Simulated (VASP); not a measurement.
A run of VASP 6.6.1:

Contents of INCAR:

```
SYSTEM = NaF
ALGO = Normal
EDIFF = 1E-8
ENCUT = 600
GGA = PS
IBRION = 6
ISIF = 3
ISMEAR = 0
LASPH = .TRUE.
LCHARG = .TRUE.
LREAL = .FALSE.
LWAVE = .FALSE.
NELM = 60
NFREE = 2
NSW = 1
POTIM = 0.015
PREC = Accurate
SIGMA = 0.01
```

The input KPOINTS:

```
k-points
0
G
  8 8 8
  0 0 0
```

File POSCAR:

```
NaF
1.0
    0.0000000000      2.1681093518      2.1681093518
    2.1681093518      0.0000000000      2.1681093518
    2.1681093518      2.1681093518      0.0000000000
Na F
1 1
Direct
    0.0000000000      0.0000000000      0.0000000000
    0.5000000000      0.5000000000      0.5000000000
```

Potentials or basis: VASP PAW PBE potentials, release 64 (Na_pv, F).

Run with:

```console
$ cat potpaw_PBE.64/Na_pv/POTCAR potpaw_PBE.64/F/POTCAR > POTCAR
$ mpirun -np 1 vasp_std > vasp.out
```

Hardware: 1 thread of AMD EPYC 7R13 Processor (Zen 3), on a shared host.

**Question.** Estimate the wall time of this run.

**Answer.** Wall time 3.1 min on 1 thread of AMD EPYC 7R13 Processor (Zen 3), with other jobs on the host, peak memory 0.15 GiB. Counts: scf iterations 165, k points 29.
